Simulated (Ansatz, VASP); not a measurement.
Two plane-wave programs on B6Ir

```
CELL_PARAMETERS angstrom
4.68595 0.00000 0.00000
-2.34298 4.05815 0.00000
0.00000 0.00000 3.24591
ATOMIC_POSITIONS crystal
B 0.20534 0.79466 0.50000
B 0.20534 0.41067 0.50000
B 0.58933 0.79466 0.50000
B 0.79466 0.20534 0.50000
B 0.79466 0.58933 0.50000
B 0.41067 0.20534 0.50000
Ir 0.00000 0.00000 0.00000
```

Alike in both runs: task single point; functional PBE; k mesh 6 × 6 × 6; occupations gaussian, width 0.1 eV; collinear spin.

```csv
,VASP,Ansatz
version,VASP 6.6.1,Ansatz 0.2.0
potentials or method,"VASP PAW PBE potentials, release 64 (B, Ir), cutoff 520 eV","scalar-relativistic, plane waves, PAW"
valence electrons in the cell,27,35
```

|  | VASP | Ansatz | Ansatz less VASP |
| --- | --- | --- | --- |
| gap on the k mesh at the Fermi level (eV) | none | none | - |
| pressure (GPa) | 0.6 | 0.2 | -0.35 |
| traceless stress, the component that is largest in VASP (GPa) | -0.07 | -0.23 | -0.163 |
| rms of the force components (eV/Å) | 0.030 | 0.006 | -0.0234 |
| net moment per atom (μB) | 0.00 | 0.00 | 0.000 |

Atom by atom the forces differ by 0.023 eV/Å (rms over components). A gap of «none» marks a metal or a gap that the smearing closes. The functional is the same, so the differences come from potentials, cutoffs and numerics. VASP's potentials hold 27 valence electrons a cell and Ansatz's 35, so a difference there can come from the potentials and not from the codes. Ansatz's warnings: seeded moment not kept.

Neither program's run includes spin-orbit coupling.
